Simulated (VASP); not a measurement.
# Ti (P6_3/mmc) in VASP: further runs

Ti is run at these levels: PBE; tasks: single point.

All numbers are computed with VASP 6.6.1; they aren't measurements. Logs are shortened: lines on timing, memory, paths and dates and some standing lists are left out, and cuts for length are marked.

## Step 1: The cell of the first run

It takes space group P6_3/mmc (No. 194, hexagonal). Conventional cell: a = 2.821 Å, b = 2.821 Å, c = 4.837 Å, α = 90.00°, β = 90.00°, γ = 120.00°. Ti (site symmetry -6m2) has 12 Ti at 2.82 to 2.92 Å within 3.7 Å.

## Step 2: Single point, PBE (strain -0.040 along x and y, +0.040 along z)

INCAR reads:

```
SYSTEM = Ti
PREC     = Accurate       ! precision mode
ENCUT    = 520            ! plane-wave cutoff, eV
EDIFF    = 1E-6           ! SCF threshold, eV
ISMEAR   = 0              ! smearing method
SIGMA    = 0.15           ! smearing width, eV
LREAL    = .False.        ! projectors in reciprocal space
LASPH    = .True.         ! aspherical terms in the spheres
NELM     = 80             ! most SCF steps
ALGO     = Fast           ! electronic algorithm
ISIF     = 2              ! what is computed and relaxed
LWAVE    = .False.        ! write WAVECAR
LCHARG   = .False.        ! write CHGCAR
GGA      = PE             ! functional
NBANDS   = 19             ! bands
```

KPOINTS reads:

```
regular mesh
0
Gamma
  24 24 14
  0 0 0
```

POSCAR reads:

```
Ti
1.0
    2.8209197388      0.0000000000      0.0000000000
   -1.4104598694      2.4429881559      0.0000000000
    0.0000000000      0.0000000000      4.8366593752
Ti
2
Direct
    0.3333333333      0.6666666667      0.2500000000
    0.6666666667      0.3333333333      0.7500000000
```

Potentials or basis: VASP PAW PBE potentials, release 64 (Ti_sv).

Command:

```sh
> cat potpaw_PBE.64/Ti_sv/POTCAR > POTCAR
> mpirun -np 1 vasp_std > vasp.out
```

OUTCAR:

```text
SYSTEM = Ti
   PREC = Accurate
   ENCUT = 520
   EDIFF = 1E-6
   ISMEAR = 0
   LREAL = .False.
   LASPH = .True.
   NELM = 80
   ISIF = 2
   GGA = PE

 ion  position               nearest neighbor table
   1  0.333  0.667  0.250-   2 2.92   2 2.92   2 2.92   2 2.92   2 2.92   2 2.92
   2  0.667  0.333  0.750-   1 2.92   1 2.92   1 2.92   1 2.92   1 2.92   1 2.92

  LATTYP: Found a hexagonal cell.
 ALAT       =     2.8209197388
 C/A-ratio  =     1.7145682341

  Lattice vectors:

 A1 = (   2.8209197388,   0.0000000000,   0.0000000000)
 A2 = (  -1.4104598694,   2.4429881559,   0.0000000000)
 A3 = (   0.0000000000,   0.0000000000,   4.8366593752)

Analysis of symmetry for initial positions (statically):
=====================================================================
 Subroutine PRICEL returns:
 Original cell was already a primitive cell.

 Routine SETGRP: Setting up the symmetry group for a
 hexagonal supercell.

 Subroutine GETGRP returns: Found 24 space group operations
 (whereof 12 operations were pure point group operations)
 out of a pool of 24 trial point group operations.

The static configuration has the point symmetry D_3d.
 The point group associated with its full space group is D_6h.

Analysis of symmetry for dynamics (positions and initial velocities):
=====================================================================
 Subroutine PRICEL returns:
 Original cell was already a primitive cell.

 Routine SETGRP: Setting up the symmetry group for a
 hexagonal supercell.

 Subroutine GETGRP returns: Found 24 space group operations
 (whereof 12 operations were pure point group operations)
 out of a pool of 24 trial point group operations.

The dynamic configuration has the point symmetry D_3d.
 The point group associated with its full space group is D_6h.

 Subroutine INISYM returns: Found 24 space group operations
 (whereof 12 operations are pure point group operations),
 and found     1 'primitive' translations

----------------------------------------------------------------------------------------

                                     Primitive cell

  volume of cell :      33.3317

  direct lattice vectors                    reciprocal lattice vectors
     2.820919739  0.000000000  0.000000000     0.354494311  0.204667386  0.000000000
    -1.410459869  2.442988156  0.000000000     0.000000000  0.409334772  0.000000000
     0.000000000  0.000000000  4.836659375     0.000000000  0.000000000  0.206754274

  length of vectors
     2.820919739  2.820919739  4.836659375     0.409334772  0.409334772  0.206754274

  position of ions in fractional coordinates (direct lattice)
     0.333333333  0.666666667  0.250000000
     0.666666667  0.333333333  0.750000000

  ion indices of the primitive-cell ions
   primitive index   ion index
                 1           1
                 2           2

----------------------------------------------------------------------------------------

 KPOINTS: regular mesh

Automatic generation of k-mesh.
 Grid dimensions read from file:
 generate k-points for:   24   24   14

 Generating k-lattice:

  Cartesian coordinates                     Fractional coordinates (reciprocal lattice)
     0.014770596  0.008527808  0.000000000     0.041666667 -0.000000000  0.000000000
     0.000000000  0.017055616  0.000000000     0.000000000  0.041666667  0.000000000
     0.000000000  0.000000000  0.014768162     0.000000000  0.000000000  0.071428571

  Length of vectors
     0.017055616  0.017055616  0.014768162

  Shift w.r.t. Gamma in fractional coordinates (k-lattice)
     0.000000000  0.000000000  0.000000000

 Subroutine IBZKPT returns following result:
 ===========================================

 Found    488 irreducible k-points:

 Following reciprocal coordinates:
            Coordinates               Weight
  0.000000  0.000000  0.000000      1.000000
  0.041667  0.000000  0.000000      6.000000
  0.083333  0.000000  0.000000      6.000000
  0.125000  0.000000  0.000000      6.000000
  0.166667  0.000000  0.000000      6.000000
  0.208333  0.000000  0.000000      6.000000
[... 16 lines left out ...]
  0.416667  0.041667  0.000000     12.000000
  0.458333  0.041667  0.000000     12.000000
 [... further k-points ...]
   k-points           NKPTS =    488   k-points in BZ     NKDIM =    488   number of bands    NBANDS=     19
   number of dos      NEDOS =    301   number of ions     NIONS =      2
   total plane-waves  NPLWV =  20736
   dimension x,y,z NGX =    24 NGY =   24 NGZ =   36
   dimension x,y,z NGXF=    48 NGYF=   48 NGZF=   72
   ions per type =               2
   NGX,Y,Z   is equivalent  to a cutoff of  14.14, 14.14, 12.37 a.u.
   NGXF,Y,Z  is equivalent  to a cutoff of  28.29, 28.29, 24.75 a.u.
 SYSTEM =  Ti
   PREC   = accura    normal or accurate (medium, high low for compatibility)
   ISTART =      0    job   : 0-new  1-cont  2-samecut
   ICHARG =      2    charge: 1-file 2-atom 10-const
[... 23 lines left out ...]
   IALGO  =     68    algorithm
   IMIX   =      4    mixing-type and parameters
     AMIX     =   0.40;   BMIX     =  1.00
     AMIX_MAG =   1.60;   BMIX_MAG =  1.00
  volume/ion in A,a.u.               =      16.67       112.47
  Fermi-wavevector in a.u.,A,eV,Ry     =   1.467324  2.772840 29.293887  2.153040
  Thomas-Fermi vector in A             =   2.582955
   LORBIT       =      0    0 simple, 1 ext, 2 COOP (PROOUT), +10 PAW based schemes
   GGA     = PE    functional components
   LHFCALC =     F    Hartree Fock is set to
   AEXX    =    0.0000 exact exchange contribution
   IVDW    =     0    specifies the selected vdW correction
   LEPSILON=     F    determine dielectric tensor
   LRPA    =     F    only Hartree local field effects (RPA)
 non-spin polarized calculation
 RMM-DIIS sequential band-by-band and
 Gauss-broadening in eV      SIGMA  =   0.15
  energy-cutoff  :      520.00
  volume of cell :       33.33
 maximum number of plane-waves:       916
 NGX is ok and might be reduce to    24
   NGX = 11   NGY = 11   NGZ = 17

 number of electron      24.0000002 magnetization

 Free energy of the ion-electron system (eV)
  ---------------------------------------------------
  ext. energy  EPLUGINS =         0.00000000
  ---------------------------------------------------
  free energy    TOTEN  =       -15.61280402 eV

  energy without entropy =      -15.58899196  energy(sigma->0) =      -15.60089799

 E-fermi :   8.7483     XC(G=0): -11.6902

 val. band max:        8.7480037231   @ k =   0.2500   0.2500   0.3571
 cond. band min:       8.7607304873   @ k =   0.2917   0.2083   0.3571
 fundamental gap:      0.0127267642
 Fermi energy:         8.7482578564

 k-point     1 :       0.0000    0.0000    0.0000
  band No.  band energies     occupation
      1     -47.9849      2.00000
      2     -47.8660      2.00000
      3     -24.5495      2.00000
      4     -23.8689      2.00000
      5     -23.8231      2.00000
      6     -23.8231      2.00000
[... 11 lines left out ...]
     18      10.8931      0.00000
     19      12.1441      0.00000

 k-point     2 :       0.0417    0.0000    0.0000
  band No.  band energies     occupation
      1     -47.9825      2.00000
      2     -47.8645      2.00000
      3     -24.5451      2.00000
      4     -23.8698      2.00000
      5     -23.8348      2.00000
      6     -23.8265      2.00000
[... 11 lines left out ...]
     18      10.8632      0.00000
     19      12.1571      0.00000

 k-point     3 :       0.0833    0.0000    0.0000
  band No.  band energies     occupation
      1     -47.9755      2.00000
      2     -47.8602      2.00000
      3     -24.5322      2.00000
      4     -23.8725      2.00000
      5     -23.8690      2.00000
      6     -23.8363      2.00000
[... 11 lines left out ...]
     18      10.7796      0.00000
     19      12.1913      0.00000

 k-point     4 :       0.1250    0.0000    0.0000
  band No.  band energies     occupation
      1     -47.9643      2.00000
      2     -47.8534      2.00000
      3     -24.5112      2.00000
      4     -23.9235      2.00000
      5     -23.8773      2.00000
      6     -23.8516      2.00000
[... 407 lines left out ...]
     18      12.3543      0.00000
     19      12.5622      0.00000

 k-point    23 :       0.4167    0.0417    0.0000
  band No.  band energies     occupation
      1     -47.8363      2.00000
      2     -47.7928      2.00000
      3     -24.4785      2.00000
      4     -24.3763      2.00000
      5     -24.2329      2.00000
      6     -24.0062      2.00000
[... 11 lines left out ...]
     18      12.4802      0.00000
     19      12.9623      0.00000

 k-point    24 :       0.4583    0.0417    0.0000
  band No.  band energies     occupation
      1     -47.8298      2.00000
      2     -47.7915      2.00000
      3     -24.5010      2.00000
      4     -24.3966      2.00000
      5     -24.2144      2.00000
      6     -24.0124      2.00000
[... 11 lines left out ...]
     18      12.6419      0.00000
     19      13.3933      0.00000

 [... further k-points ...]

------------------------ aborting loop because EDIFF is reached ----------------------------------------

  FORCE on cell =-STRESS in cart. coord.  units (eV):
  Direction    XX          YY          ZZ          XY          YZ          ZX
  --------------------------------------------------------------------------------------
  -------------------------------------------------------------------------------------
  Total        1.5995431      1.5995431     -0.2405467      0.0000000      0.0000000      0.0000000
  in kB       76.8862961     76.8862961    -11.5625151      0.0000000      0.0000000      0.0000000
  external PRESSURE =      47.4033591 kB  Pullay stress =       0.0000000 kB

 VOLUME and BASIS-vectors are now :
 -----------------------------------------------------------------------------
  energy-cutoff  :      520.00
  volume of cell :       33.33
      direct lattice vectors                 reciprocal lattice vectors
     2.820919739  0.000000000  0.000000000     0.354494311  0.204667386  0.000000000
    -1.410459869  2.442988156  0.000000000     0.000000000  0.409334772  0.000000000
     0.000000000  0.000000000  4.836659375     0.000000000  0.000000000  0.206754274

 POSITION                                       TOTAL-FORCE (eV/Angst)
 -----------------------------------------------------------------------------------
     -0.00000      1.62866      1.20916        -0.000000     -0.000000      0.000000
      1.41046      0.81433      3.62749         0.000000      0.000000      0.000000
 -----------------------------------------------------------------------------------
    total drift:                               -0.000000      0.000000     -0.000000

  FREE ENERGIE OF THE ION-ELECTRON SYSTEM (eV)
  ---------------------------------------------------
  free  energy   TOTEN  =       -15.6128040242 eV

  energy  without entropy=      -15.5889919592  energy(sigma->0) =      -15.60089799
```

Run time: 8.1 min. Hardware: 1 thread of AMD EPYC 9R45 (Zen 5), shared host; peak memory 0.32 GiB.

Results:

```yaml
Free_energy: -15.6128 eV
Pressure: 4.7 GPa
Band_gap_on_the_k_mesh: zero (bands 12 and 13 overlap by 0.70 eV)
```

Caveat: the cell differs from its parent crystal (strain -0.040 along x and y, +0.040 along z); the cell stands under pressure.

## Step 3: Single point, PBE (strain -0.040 along x and y, +0.080 along z)

INCAR reads:

```
ALGO = Fast
EDIFF = 1E-6
ENCUT = 520
GGA = PE
ISIF = 2
ISMEAR = 0
LASPH = True
LCHARG = True
LELF = True
LREAL = False
LVHAR = True
LWAVE = False
NBANDS = 19
NELM = 100
PREC = Accurate
SIGMA = 0.15
```

KPOINTS reads:

```
k-points
0
Gamma
  24 24 14
```

Changes to POSCAR since step 2:

```diff
@@ -4,3 +4,3 @@
    -1.4104598694      2.4429881559      0.0000000000
-    0.0000000000      0.0000000000      4.8366593752
+    0.0000000000      0.0000000000      5.0226847358
 Ti
```

Potentials or basis: VASP PAW PBE potentials, release 64 (Ti_sv).

Command:

```sh
> cat potpaw_PBE.64/Ti_sv/POTCAR > POTCAR
> mpirun -np 1 vasp_std > vasp.out
```

Wall time 8.9 min (1 thread of AMD EPYC 9R45 (Zen 5), shared host); peak memory 0.33 GiB.

Results (log left out):

* Free energy: -15.5776 eV
* Pressure: 0.3 GPa
* Band gap on the k mesh: zero (bands 12 and 13 overlap by 0.49 eV)

Stress tensor (GPa, compression positive):
```
 4.22  0.00  0.00
 0.00  4.22  0.00
 0.00  0.00 -7.65
```

Levels at points of the mesh, in eV from the Fermi level:
```
           k point  band 9  band 10  band 11  band 12  band 13  band 14  band 15  band 16
(0.00, 0.00, 0.00)   -6.17    -2.79    -0.15     0.21     0.94     0.94     1.26     1.26
(0.50, 0.00, 0.00)   -2.23    -2.12    -1.91    -0.12     0.26     0.84     1.12     3.42
(0.00, 0.00, 0.50)   -4.57    -4.57    -0.34    -0.34     0.97     0.97     0.97     0.97
(0.50, 0.00, 0.50)   -2.50    -2.50    -1.01    -1.01     1.54     1.54     2.11     2.11
```

Caveat: the cell differs from its parent crystal (strain -0.040 along x and y, +0.080 along z).

## Step 4: Single point, PBE (strain -0.080 along x and y, -0.080 along z)

INCAR reads:

```
SYSTEM = Ti
  PREC = Accurate
  ENCUT = 520
  EDIFF = 1E-6
  ISMEAR = 0
  SIGMA = 0.15
  LREAL = .FALSE.
  LASPH = .TRUE.
  NELM = 80
  ALGO = Fast
  ISIF = 2
  LWAVE = .FALSE.
  LCHARG = .FALSE.
  GGA = PE
  NBANDS = 19
```

KPOINTS reads:

```
Automatic mesh
0
G
  24 24 14
  0 0 0
```

POSCAR reads:

```
Ti
1.0
    2.7033814164      0.0000000000      0.0000000000
   -1.3516907082      2.3411969827      0.0000000000
    0.0000000000      0.0000000000      4.2785832934
Ti
2
Direct
    0.3333333333      0.6666666667      0.2500000000
    0.6666666667      0.3333333333      0.7500000000
```

Command:

```sh
> cat potpaw_PBE.64/Ti_sv/POTCAR > POTCAR
> mpirun -np 1 vasp_std > vasp.out
```

Run time: 6.9 min. Hardware: 1 thread of Intel Xeon Platinum 8375C at 2.90GHz (Ice Lake), shared host; peak memory 0.31 GiB.

It converged, with:

| Property | Result |
| --- | --- |
| Free energy | -14.8442 eV |
| Pressure | 42.1 GPa |
| Band gap on the k mesh | zero (bands 12 and 13 overlap by 1.36 eV) |

Stress tensor (GPa, compression positive):
```
41.50  0.00  0.00
 0.00 41.50  0.00
 0.00  0.00 43.15
```

Levels at points of the mesh, in eV from the Fermi level:
| k point | band 8 | band 9 | band 10 | band 11 | band 12 | band 13 | band 14 | band 15 | band 16 | band 17 |
| --- | --- | --- | --- | --- | --- | --- | --- | --- | --- | --- |
| (0.00, 0.00, 0.00) | -31.95 | -6.69 | -3.39 | 0.85 | 0.85 | 1.05 | 1.57 | 1.57 | 1.74 | 2.06 |
| (0.50, 0.00, 0.00) | -32.10 | -3.05 | -2.68 | -2.61 | -0.20 | 0.46 | 0.89 | 1.58 | 4.48 | 4.81 |
| (0.00, 0.00, 0.50) | -32.06 | -4.48 | -4.48 | 0.08 | 0.08 | 0.73 | 0.73 | 0.73 | 0.73 | 3.73 |
| (0.50, 0.00, 0.50) | -32.29 | -3.31 | -3.31 | -1.21 | -1.21 | 2.21 | 2.21 | 2.22 | 2.22 | 4.68 |

Caveat: the cell differs from its parent crystal (strain -0.080 along x and y, -0.080 along z); the cell stands under pressure.

## Step 5: Single point, PBE (strain -0.080 along x and y, -0.040 along z)

INCAR reads:

```
ALGO = Fast
EDIFF = 1E-7
ENCUT = 520
GGA = PE
ISIF = 2
ISMEAR = 0
LASPH = True
LCHARG = True
LELF = True
LREAL = False
LVHAR = True
LWAVE = False
NBANDS = 19
NELM = 100
PREC = Accurate
SIGMA = 0.15
```

KPOINTS reads:

```
k-points
0
Gamma
  24 24 14
```

Changes to POSCAR since step 4:

```diff
@@ -4,3 +4,3 @@
    -1.3516907082      2.3411969827      0.0000000000
-    0.0000000000      0.0000000000      4.2785832934
+    0.0000000000      0.0000000000      4.4646086540
 Ti
```

Command:

```sh
> cat potpaw_PBE.64/Ti_sv/POTCAR > POTCAR
> mpirun -np 1 vasp_std > vasp.out
```

It took 11 min on 1 thread of Intel Xeon Platinum 8375C at 2.90GHz (Ice Lake), shared host; peak memory 0.32 GiB.

It converged, with:

```
Free energy            : -15.1082 eV
Pressure               : 32.1 GPa
Band gap on the k mesh : zero (bands 12 and 13 overlap by 1.26 eV)
```

Stress tensor (GPa, compression positive):
```
33.76  0.00  0.00
 0.00 33.76  0.00
 0.00  0.00 28.87
```

Levels at points of the mesh, in eV from the Fermi level:
```tsv
k point	band 8	band 9	band 10	band 11	band 12	band 13	band 14	band 15	band 16	band 17
(0.00, 0.00, 0.00)	-32.03	-6.61	-3.21	0.71	0.94	0.94	1.08	1.52	1.52	2.28
(0.50, 0.00, 0.00)	-32.19	-2.81	-2.59	-2.51	-0.10	0.64	0.76	1.34	4.50	4.51
(0.00, 0.00, 0.50)	-32.10	-4.55	-4.55	-0.11	-0.11	0.89	0.89	0.89	0.89	3.59
(0.50, 0.00, 0.50)	-32.33	-3.15	-3.15	-1.22	-1.22	2.11	2.11	2.30	2.30	4.64
```

Caveat: the cell differs from its parent crystal (strain -0.080 along x and y, -0.040 along z); the cell stands under pressure.

## Step 6: Single point, PBE (strain -0.080 along x and y, +0.000 along z)

INCAR reads:

```
  PREC = Accurate
  ENCUT = 520
  EDIFF = 1E-6
  ISMEAR = 0
  SIGMA = 0.15
  LREAL = False
  LASPH = True
  NELM = 60
  ALGO = Fast
  ISIF = 2
  LWAVE = False
  LCHARG = False
  GGA = PE
  NBANDS = 19
```

KPOINTS reads:

```
Automatic mesh
0
Gamma
  24 24 14
```

Changes to POSCAR since step 5:

```diff
@@ -4,3 +4,3 @@
    -1.3516907082      2.3411969827      0.0000000000
-    0.0000000000      0.0000000000      4.4646086540
+    0.0000000000      0.0000000000      4.6506340146
 Ti
```

Potentials or basis: VASP PAW PBE potentials, release 64 (Ti_sv).

Command:

```sh
> cat potpaw_PBE.64/Ti_sv/POTCAR > POTCAR
> mpirun -np 1 vasp_std > vasp.out
```

Wall time 9.1 min (1 thread of Intel Xeon Platinum 8375C at 2.90GHz (Ice Lake), shared host); peak memory 0.33 GiB.

It converged, with:

```yaml
Free_energy: -15.2775 eV
Pressure: 23.8 GPa
Band_gap_on_the_k_mesh: zero (bands 12 and 13 overlap by 0.83 eV)
```

Stress tensor (GPa, compression positive):
```
27.05  0.00  0.00
 0.00 27.05  0.00
 0.00  0.00 17.30
```

Levels at points of the mesh, in eV from the Fermi level:
| k point | band 8 | band 9 | band 10 | band 11 | band 12 | band 13 | band 14 | band 15 | band 16 | band 17 |
| --- | --- | --- | --- | --- | --- | --- | --- | --- | --- | --- |
| (0.00, 0.00, 0.00) | -32.10 | -6.51 | -3.08 | 0.42 | 0.54 | 1.00 | 1.00 | 1.47 | 1.47 | 2.47 |
| (0.50, 0.00, 0.00) | -32.27 | -2.62 | -2.50 | -2.40 | 0.01 | 0.43 | 1.03 | 1.14 | 4.23 | 4.50 |
| (0.00, 0.00, 0.50) | -32.15 | -4.61 | -4.61 | -0.28 | -0.28 | 1.01 | 1.01 | 1.01 | 1.01 | 3.49 |
| (0.50, 0.00, 0.50) | -32.37 | -3.00 | -3.00 | -1.23 | -1.23 | 2.02 | 2.02 | 2.37 | 2.37 | 4.60 |

Caveat: the cell differs from its parent crystal (strain -0.080 along x and y, +0.000 along z); the cell stands under pressure.

## Step 7: Overview

```csv
cell,further INCAR settings,gap on the mesh (eV),pressure (GPa)
"a = 2.821, b = 2.821, c = 4.837 Å, angles 90.0, 90.0, 120.0°, 2 atoms",ALGO = Fast; EDIFF = 1e-06; NBANDS = 19,none,4.7
"a = 2.821, b = 2.821, c = 5.023 Å, angles 90.0, 90.0, 120.0°, 2 atoms",ALGO = Fast; EDIFF = 1e-06; NBANDS = 19,none,0.3
"a = 2.703, b = 2.703, c = 4.279 Å, angles 90.0, 90.0, 120.0°, 2 atoms",ALGO = Fast; EDIFF = 1e-06; NBANDS = 19,none,42.1
"a = 2.703, b = 2.703, c = 4.465 Å, angles 90.0, 90.0, 120.0°, 2 atoms",ALGO = Fast; EDIFF = 1e-07; NBANDS = 19,none,32.1
"a = 2.703, b = 2.703, c = 4.651 Å, angles 90.0, 90.0, 120.0°, 2 atoms",ALGO = Fast; EDIFF = 1e-06; NBANDS = 19,none,23.8
```

Alike in all rows: task single point; level PBE; potentials or basis VASP PAW PBE potentials, release 64 (Ti_sv); no spin polarisation; k mesh 24 × 24 × 14; cutoff (eV) 520; smearing gaussian 0.15 eV.

Caveats: the cell stands under pressure (at least some runs).

Absolute energies hang on the potentials; compare differences alone.
